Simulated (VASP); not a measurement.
# LaTa2GeN3 (P1) in VASP: notebook

Runs on LaTa2GeN3. Level: PBE. Tasks: single point.

Everything below comes from runs of VASP 6.6.1. Logs are shortened: lines on timing, memory, paths and dates and some standing lists are left out, and cuts for length are marked.

## 1. The cell of the first run

The typed cell holds 7 atoms: a = 5.307 Å, b = 5.728 Å, c = 6.207 Å, α = 114.04°, β = 94.73°, γ = 113.56°.

## 2. Single point, PBE

The input, INCAR:

```
SYSTEM = LaTa2GeN3
ALGO     = Normal         ! electronic algorithm
EDIFF    = 1E-6           ! SCF threshold, eV
ENCUT    = 520            ! plane-wave cutoff, eV
GGA      = PE             ! functional
ISIF     = 2              ! what is computed and relaxed
ISMEAR   = 0              ! smearing method
LASPH    = .True.         ! aspherical terms in the spheres
LCHARG   = .False.        ! write CHGCAR
LREAL    = .False.        ! projectors in reciprocal space
LWAVE    = .False.        ! write WAVECAR
NBANDS   = 40             ! bands
NELM     = 60             ! most SCF steps
PREC     = Accurate       ! precision mode
SIGMA    = 0.1            ! smearing width, eV
```

The input, KPOINTS:

```
k-points
0
Gamma
  4 4 4
  0 0 0
```

The input, POSCAR:

```
LaTa2GeN3
1.0
    5.3068923934      0.0009960480     -0.0323000802
   -2.2899979827      5.2497808702      0.0240438137
   -0.4784544364     -2.9922307989      5.4165353718
La Ta Ge N
1 2 1 3
Direct
    0.5992705457      0.0798396547      0.5281247350
    0.7084349263      0.4690366827      0.2028720408
    0.9762856404      0.0036589534      0.0281729364
    0.0492678910      0.6985141234      0.6248442146
    0.3641199333      0.2172874310      0.2439037409
    0.8432049046      0.2426739060      0.9599073752
    0.7094150888      0.7889892089      0.1621759671
```

Potentials or basis: VASP PAW PBE potentials, release 64 (La, Ta_pv, Ge_d, N).

Run with:

```console
cat potpaw_PBE.64/La/POTCAR potpaw_PBE.64/Ta_pv/POTCAR potpaw_PBE.64/Ge_d/POTCAR potpaw_PBE.64/N/POTCAR > POTCAR
mpirun -np 1 vasp_std > vasp.out
```

OUTCAR:

```text
SYSTEM = LaTa2GeN3
   EDIFF = 1E-6
   ENCUT = 520
   GGA = PE
   ISIF = 2
   ISMEAR = 0
   LASPH = .True.
   LREAL = .False.
   NELM = 60
   PREC = Accurate

 ion  position               nearest neighbor table
   1  0.599  0.080  0.528-   6 2.48   7 2.49   5 2.62   4 3.14   4 3.15   2 3.49   2 3.56
   2  0.708  0.469  0.203-   5 1.94   7 1.95   6 1.95   4 2.52   3 3.35   3 3.47   3 3.47   1 3.49
                             1 3.56
   3  0.976  0.004  0.028-   5 1.93   6 1.94   7 1.96   4 2.57   2 3.35   2 3.47   2 3.47
   4  0.049  0.699  0.625-   2 2.52   3 2.57   1 3.14   1 3.15
   5  0.364  0.217  0.244-   3 1.93   2 1.94   1 2.62
   6  0.843  0.243  0.960-   3 1.94   2 1.95   1 2.48
   7  0.709  0.789  0.162-   2 1.95   3 1.96   1 2.49

  LATTYP: Found a triclinic cell.
 ALAT       =    13.0876311872
 B/A-ratio  =     0.7469091056
 C/A-ratio  =     1.2309900585
 COS(alpha) =     0.0109243629
 COS(beta)  =     0.4551193492
 COS(gamma) =     0.8923302522

  Lattice vectors:

 A1 = (  -7.3668779313,   0.7326886316, -10.7925143969)
 A2 = (  -7.8453323677,  -2.2595421673,  -5.3759790251)
 A3 = (   3.9738032835,  11.2352385160, -10.8413270101)

Analysis of symmetry for initial positions (statically):
=====================================================================
 Subroutine PRICEL returns:
 Original cell was already a primitive cell.

 Routine SETGRP: Setting up the symmetry group for a
 triclinic supercell.

 Subroutine GETGRP returns: Found  1 space group operations
 (whereof  1 operations were pure point group operations)
 out of a pool of  2 trial point group operations.

The static configuration has the point symmetry C_1 .

Analysis of symmetry for dynamics (positions and initial velocities):
=====================================================================
 Subroutine PRICEL returns:
 Original cell was already a primitive cell.

 Routine SETGRP: Setting up the symmetry group for a
 triclinic supercell.

 Subroutine GETGRP returns: Found  1 space group operations
 (whereof  1 operations were pure point group operations)
 out of a pool of  2 trial point group operations.

The dynamic configuration has the point symmetry C_1 .

 Subroutine INISYM returns: Found  1 space group operations
 (whereof  1 operations are pure point group operations),
 and found     1 'primitive' translations

----------------------------------------------------------------------------------------

                                     Primitive cell

  volume of cell :     150.9965

  direct lattice vectors                    reciprocal lattice vectors
     5.306892393  0.000996048 -0.032300080     0.188796240  0.082070462  0.062014579
    -2.289997983  5.249780870  0.024043814     0.000604346  0.190266127  0.105161192
    -0.478454436 -2.992230799  5.416535372     0.001123154 -0.000355179  0.184522860

  length of vectors
     5.306990782  5.727553409  6.206546482     0.215000905  0.217394666  0.184526620

  position of ions in fractional coordinates (direct lattice)
     0.599270546  0.079839655  0.528124735
     0.708434926  0.469036683  0.202872041
     0.976285640  0.003658953  0.028172936
     0.049267891  0.698514123  0.624844215
     0.364119933  0.217287431  0.243903741
     0.843204905  0.242673906  0.959907375
     0.709415089  0.788989209  0.162175967

  ion indices of the primitive-cell ions
   primitive index   ion index
                 1           1
                 2           2
                 3           3
                 4           4
                 5           5
                 6           6
                 7           7

----------------------------------------------------------------------------------------

 KPOINTS: k-points

Automatic generation of k-mesh.
 Grid dimensions read from file:
 generate k-points for:    4    4    4

 Generating k-lattice:

  Cartesian coordinates                     Fractional coordinates (reciprocal lattice)
     0.047199060  0.020517616  0.015503645     0.250000000 -0.000000000  0.000000000
     0.000151087  0.047566532  0.026290298    -0.000000000  0.250000000  0.000000000
     0.000280788 -0.000088795  0.046130715    -0.000000000  0.000000000  0.250000000

  Length of vectors
     0.053750226  0.054348667  0.046131655

  Shift w.r.t. Gamma in fractional coordinates (k-lattice)
     0.000000000  0.000000000  0.000000000

 Subroutine IBZKPT returns following result:
 ===========================================

 Found     36 irreducible k-points:

 Following reciprocal coordinates:
            Coordinates               Weight
  0.000000  0.000000  0.000000      1.000000
  0.250000  0.000000  0.000000      2.000000
  0.500000  0.000000  0.000000      1.000000
 -0.000000  0.250000  0.000000      2.000000
  0.250000  0.250000  0.000000      2.000000
  0.500000  0.250000  0.000000      2.000000
[... 16 lines left out ...]
  0.000000 -0.250000  0.250000      2.000000
  0.250000 -0.250000  0.250000      2.000000
 [... further k-points ...]
   k-points           NKPTS =     36   k-points in BZ     NKDIM =     36   number of bands    NBANDS=     40
   number of dos      NEDOS =    301   number of ions     NIONS =      7
   total plane-waves  NPLWV =  92160
   dimension x,y,z NGX =    40 NGY =   48 NGZ =   48
   dimension x,y,z NGXF=    80 NGYF=   96 NGZF=   96
   ions per type =               1   2   1   3
   NGX,Y,Z   is equivalent  to a cutoff of  12.53, 13.93, 12.86 a.u.
   NGXF,Y,Z  is equivalent  to a cutoff of  25.06, 27.86, 25.71 a.u.
 SYSTEM =  LaTa2GeN3
   PREC   = accura    normal or accurate (medium, high low for compatibility)
   ISTART =      0    job   : 0-new  1-cont  2-samecut
   ICHARG =      2    charge: 1-file 2-atom 10-const
   ISPIN  =      1    spin polarized calculation?
   LNONCOLLINEAR =      F non collinear calculations
   LSORBIT =      F    spin-orbit coupling
   LASPH  =      T    aspherical Exc in radial PAW
   ENCUT  =  520.0 eV  38.22 Ry    6.18 a.u.   9.87 10.65 11.54*2*pi/ulx,y,z
   NELM   =     60;   NELMIN=  2; NELMDL= -5     # of ELM steps
   EDIFF  = 0.1E-05   stopping-criterion for ELM
   LREAL  =      F    real-space projection
   EDIFFG = 0.1E-04   stopping-criterion for IOM
   NSW    =      0    number of steps for IOM
   IBRION =     -1    ionic relax: 0-MD 1-quasi-New 2-CG
   NFREE  =      0    steps in history (QN), initial steepest desc. (CG)
   ISIF   =      2    stress and relaxation
   ISYM   =      2    0-nonsym 1-usesym 2-fastsym
   POTIM  = 0.5000    time-step for ionic-motion
   TEBEG  =    0.0;   TEEND  =   0.0 temperature during run
   PSTRESS=    0.0 pullay stress
   NELECT =      62.0000    total number of electrons
   NUPDOWN=      -1.0000    fix difference up-down
   EMIN   =  10.00;   EMAX   =-10.00  energy-range for DOS
   EFERMI =   0.00;   METHOD = LEGACY
   ISMEAR =     0;   SIGMA  =   0.10  broadening in eV -4-tet -1-fermi 0-gaus
   EFERMI_NEDOS =   21; number of points for ismear=-14 and -15
   IALGO  =     38    algorithm
   IMIX   =      4    mixing-type and parameters
     AMIX     =   0.40;   BMIX     =  1.00
     AMIX_MAG =   1.60;   BMIX_MAG =  1.00
  volume/ion in A,a.u.               =      21.57       145.57
  Fermi-wavevector in a.u.,A,eV,Ry     =   1.216792  2.299404 20.144561  1.480583
  Thomas-Fermi vector in A             =   2.352134
   LORBIT       =      0    0 simple, 1 ext, 2 COOP (PROOUT), +10 PAW based schemes
   GGA     = PE    functional components
   LHFCALC =     F    Hartree Fock is set to
   AEXX    =    0.0000 exact exchange contribution
   IVDW    =     0    specifies the selected vdW correction
   LEPSILON=     F    determine dielectric tensor
   LRPA    =     F    only Hartree local field effects (RPA)
 non-spin polarized calculation
 Gauss-broadening in eV      SIGMA  =   0.10
  energy-cutoff  :      520.00
  volume of cell :      151.00
 maximum number of plane-waves:      4084
   NGX = 19   NGY = 21   NGZ = 23

 number of electron      61.9999996 magnetization

 Free energy of the ion-electron system (eV)
  ---------------------------------------------------
  ext. energy  EPLUGINS =         0.00000000
  ---------------------------------------------------
  free energy    TOTEN  =       -63.41077008 eV

  energy without entropy =      -63.41076994  energy(sigma->0) =      -63.41077001

 E-fermi :   4.0192     XC(G=0):  -9.4434

 val. band max:        3.7117958859   @ k =   0.0000   0.0000   0.0000
 cond. band min:       4.3402093388   @ k =   0.0000   0.0000   0.0000
 fundamental gap:      0.6284134529
 Fermi energy:         4.0191645184

 k-point     1 :       0.0000    0.0000    0.0000
  band No.  band energies     occupation
      1     -31.2799      2.00000
      2     -31.2555      2.00000
      3     -31.1239      2.00000
      4     -31.0683      2.00000
      5     -31.0334      2.00000
      6     -30.9304      2.00000
[... 32 lines left out ...]
     39       6.1095      0.00000
     40       6.1897      0.00000

 k-point     2 :       0.2500    0.0000    0.0000
  band No.  band energies     occupation
      1     -31.2821      2.00000
      2     -31.2474      2.00000
      3     -31.1298      2.00000
      4     -31.0690      2.00000
      5     -31.0355      2.00000
      6     -30.9283      2.00000
[... 32 lines left out ...]
     39       6.1312      0.00000
     40       6.1718      0.00000

 k-point     3 :       0.5000    0.0000    0.0000
  band No.  band energies     occupation
      1     -31.2842      2.00000
      2     -31.2381      2.00000
      3     -31.1373      2.00000
      4     -31.0705      2.00000
      5     -31.0363      2.00000
      6     -30.9264      2.00000
[... 32 lines left out ...]
     39       6.1531      0.00000
     40       6.1743      0.00000

 k-point     4 :      -0.0000    0.2500    0.0000
  band No.  band energies     occupation
      1     -31.2768      2.00000
      2     -31.2498      2.00000
      3     -31.1317      2.00000
      4     -31.0661      2.00000
      5     -31.0386      2.00000
      6     -30.9296      2.00000
[... 32 lines left out ...]
     39       6.1012      0.00000
     40       6.1634      0.00000
[... 772 lines left out ...]
     39       6.1680      0.00000
     40       6.2502      0.00000

 k-point    23 :       0.0000   -0.2500    0.2500
  band No.  band energies     occupation
      1     -31.2766      2.00000
      2     -31.2497      2.00000
      3     -31.1318      2.00000
      4     -31.0662      2.00000
      5     -31.0388      2.00000
      6     -30.9294      2.00000
[... 32 lines left out ...]
     39       6.1512      0.00000
     40       6.2292      0.00000

 k-point    24 :       0.2500   -0.2500    0.2500
  band No.  band energies     occupation
      1     -31.2748      2.00000
      2     -31.2569      2.00000
      3     -31.1359      2.00000
      4     -31.0649      2.00000
      5     -31.0313      2.00000
      6     -30.9289      2.00000
[... 32 lines left out ...]
     39       6.1456      0.00000
     40       6.2350      0.00000

 [... further k-points ...]
[... 5 lines left out ...]
  --------------------------------------------------------------------------------------
  -------------------------------------------------------------------------------------
  Total        0.3272629      0.3777734      0.0970873      0.0221356     -0.0227327     -0.0297564
  in kB        3.4724857      4.0084379      1.0301637      0.2348736     -0.2412099     -0.3157364
  external PRESSURE =       2.8370291 kB  Pullay stress =       0.0000000 kB

 VOLUME and BASIS-vectors are now :
 -----------------------------------------------------------------------------
  energy-cutoff  :      520.00
  volume of cell :      151.00
      direct lattice vectors                 reciprocal lattice vectors
     5.306892393  0.000996048 -0.032300080     0.188796240  0.082070462  0.062014579
    -2.289997983  5.249780870  0.024043814     0.000604346  0.190266127  0.105161192
    -0.478454436 -2.992230799  5.416535372     0.001123154 -0.000355179  0.184522860

 POSITION                                       TOTAL-FORCE (eV/Angst)
 -----------------------------------------------------------------------------------
      2.74475     -1.16053      2.84317         0.007594      0.002303     -0.004500
      2.58843      1.85601      1.08726         0.032293      0.009246      0.064180
      5.15918     -0.06412      0.12115         0.019856     -0.037699     -0.072756
     -1.63710      1.79742      3.39969         0.003419     -0.000003     -0.002252
      1.31806      0.41126      1.31458         0.010879     -0.046699      0.066584
      3.45980     -1.59744      5.17797        -0.000041      0.048295     -0.081693
      1.88041      3.65746      0.87449        -0.074001      0.024557      0.030437
 -----------------------------------------------------------------------------------
    total drift:                                0.000688     -0.000463     -0.001003

  FREE ENERGIE OF THE ION-ELECTRON SYSTEM (eV)
  ---------------------------------------------------
  free  energy   TOTEN  =       -63.4107700838 eV

  energy  without entropy=      -63.4107699409  energy(sigma->0) =      -63.41077001
```

Run time: 5.1 min. Hardware: 1 thread of Intel Xeon Platinum 8488C (Sapphire Rapids), shared host; peak memory 0.44 GiB.

What came out:

```
Free energy            : -63.4108 eV
Pressure               : 0.3 GPa
Largest force          : 0.095 eV/Å
Band gap on the k mesh : 0.63 eV
```

Forces on the atoms (eV/Å):
```
La   0.008  0.002 -0.004
Ta   0.032  0.009  0.064
Ta   0.020 -0.038 -0.073
Ge   0.003  0.000 -0.002
N    0.011 -0.047  0.067
N    0.000  0.048 -0.082
N   -0.074  0.025  0.030
```

Caveat: spin-orbit coupling is left out, which moves the levels of the heavy elements. A k mesh can miss the band edges.

[end of part 1 of 2]
